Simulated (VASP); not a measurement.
The system is Ga2O3.

```
Ga O
1.0
     4.75426    0.00000    0.00000
    -2.37713    4.11731    0.00000
     0.00000    0.00000    2.68998
Ga O
2 3
Direct
  0.66667 0.33333 0.00000
  0.33333 0.66667 0.00000
  0.66667 0.66667 0.50000
  0.33333 0.00000 0.50000
  0.00000 0.33333 0.50000
```

This cell differs from its parent crystal: atoms taken out.

```yaml
Program: VASP 6.6.1
Task: relaxation of cell and atoms
Functional: PBE
Potentials_or_basis: VASP PAW PBE potentials, release 64 (Ga_d, O)
Cutoff: 600 eV
k_mesh: 6 × 6 × 6
Occupations: gaussian, width 0.1 eV
Spin: no spin polarisation
```

At the start: pressure 1.1 GPa; volume 10.53 Å³/atom.

**Question.** Where does the relaxation end?

**Answer.** Over 18 steps the energy falls by 255.5 meV/atom and the volume is 12.89 Å³/atom (+22.4 %); space group P-62m (No. 189, to 0.1 Å) before and after.

The path:
```
step  energy change (eV)  largest force (eV/Å)  pressure (GPa)  volume (Å³)
   1              0.0000                1.5771            1.13        52.66
   2             -0.3812                1.1569            5.18        53.18
   3             -0.4764                0.8858            9.66        53.55
   4             -0.7030                0.7940            5.30        55.59
   5             -1.0209                0.6158           -4.67        61.77
   6             -1.0297                0.5964           -6.04        62.81
   7             -1.1355                0.3802           -3.16        62.52
   8             -1.2278                0.0504            3.27        61.85
   9             -1.2586                0.0708            0.32        63.55
  10             -1.2639                0.0774           -0.91        64.44
  11             -1.2639                0.0770           -1.55        64.76
  12             -1.2640                0.0768           -1.42        64.64
  13             -1.2701                0.0556           -1.20        64.91
  14             -1.2706                0.0480           -1.12        65.02
  15             -1.2769                0.0188            0.56        64.30
  16             -1.2769                0.0178            0.57        64.30
  17             -1.2773                0.0158           -0.13        64.55
  18             -1.2775                0.0176            0.14        64.46
```

Final structure:
```
CELL_PARAMETERS angstrom
5.28732 0.00000 0.00000
-2.64366 4.57895 0.00000
0.00000 0.00000 2.66264
ATOMIC_POSITIONS crystal
Ga 0.66667 0.33333 0.00000
Ga 0.33333 0.66667 0.00000
O 0.51540 0.51540 0.50000
O 0.48460 0.00000 0.50000
O 0.00000 0.48460 0.50000
```

Caveat: the cell differs from its parent crystal (atoms taken out); the volume moved by over 15 % at a fixed basis, so the end points are rough.
